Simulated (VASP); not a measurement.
Set up this calculation in VASP 6.6.1, as the native input.

* Task: dielectric tensor
* Functional: LDA
* Potentials or basis: VASP PAW LDA potentials, release 64 (Cd, Se)
* Cutoff: 520 eV
* k mesh: 8 × 8 × 8
* Occupations: gaussian, width 0.01 eV
* Spin: no spin polarisation
* Dipole correction: no
* Further INCAR settings: ALGO = Normal; EDIFF = 1e-08

The structure of CdSe lies in POSCAR:

```
CdSe
1.0
    0.0000000000      3.0702711986      3.0702711986
    3.0702711986      0.0000000000      3.0702711986
    3.0702711986      3.0702711986      0.0000000000
Cd Se
1 1
Direct
    0.0000000000      0.0000000000      0.0000000000
    0.2500000000      0.2500000000      0.2500000000
```

The input as run:

INCAR

```
SYSTEM = CdSe
  PREC = Accurate
  ENCUT = 520
  EDIFF = 1E-8
  ISMEAR = 0
  SIGMA = 0.01
  LREAL = .False.
  LASPH = .True.
  NELM = 100
  ALGO = Normal
  ISIF = 2
  LWAVE = .False.
  LCHARG = .False.
  GGA = CA
  LEPSILON = .True.
```

KPOINTS

```
regular mesh
0
Gamma
  8 8 8
  0 0 0
```

Potentials or basis: VASP PAW LDA potentials, release 64 (Cd, Se).

The run is started by

```bash
$ cat potpaw_LDA.64/Cd/POTCAR potpaw_LDA.64/Se/POTCAR > POTCAR
$ mpirun -np 1 vasp_std > vasp.out
```

It gave:

```yaml
Band_gap_on_the_k_mesh: 0.30 eV
Electronic_dielectric_tensor_diagonal: 38.51
Born_charges_mean_of_the_diagonal: Cd +2.64; Se -2.64 e
```

Caveat: the gap is small at this level, which inflates the dielectric constant.

Run time: 4.3 min on 1 thread of Intel(R) Xeon(R) Platinum 8259CL CPU @ 2.50GHz (Skylake/Cascade Lake), on a shared host, peak memory 0.33 GiB.
